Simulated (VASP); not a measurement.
NaIr2, 6 atoms in the cell. It takes space group P4_2/mnm (No. 136, tetragonal). Conventional cell: a = 5.394 Å, b = 5.394 Å, c = 3.474 Å, α = 90.00°, β = 90.00°, γ = 90.00°. Within 3.0 Å of Na (site symmetry mmm) lie 6 Ir at 2.28 to 2.33 Å. Within 3.0 Å of Ir (site symmetry m2m) lie 3 Na at 2.28 to 2.33 Å and 1 Ir at 2.96 Å. 

| Quantity | Value |
| --- | --- |
| Program | VASP 6.6.1 |
| Task | single point |
| Functional | PBE |
| Potentials or basis | VASP PAW PBE potentials, release 64 (Na_pv, Ir) |
| Cutoff | 520 eV |
| k mesh | 4 × 4 × 6 |
| Occupations | gaussian, width 0.1 eV |
| Spin | no spin polarisation |
| Dipole correction | no |
| Further INCAR settings | ALGO = Normal; EDIFF = 1e-06; NBANDS = 34 |

Potentials or basis: VASP PAW PBE potentials, release 64 (Na_pv, Ir).

Command:

```sh
$ cat potpaw_PBE.64/Na_pv/POTCAR potpaw_PBE.64/Ir/POTCAR > POTCAR
$ mpirun -np 1 vasp_std > vasp.out
```

Hardware: 1 thread of Oxide Virtual Turin-like Processor (shared host).

Question: How long does it take, and how much memory?

Answer: Wall time 59 s on 1 thread of Oxide Virtual Turin-like Processor, on a shared host, peak memory 0.2 GiB. Counts: scf iterations 12, k points 24.
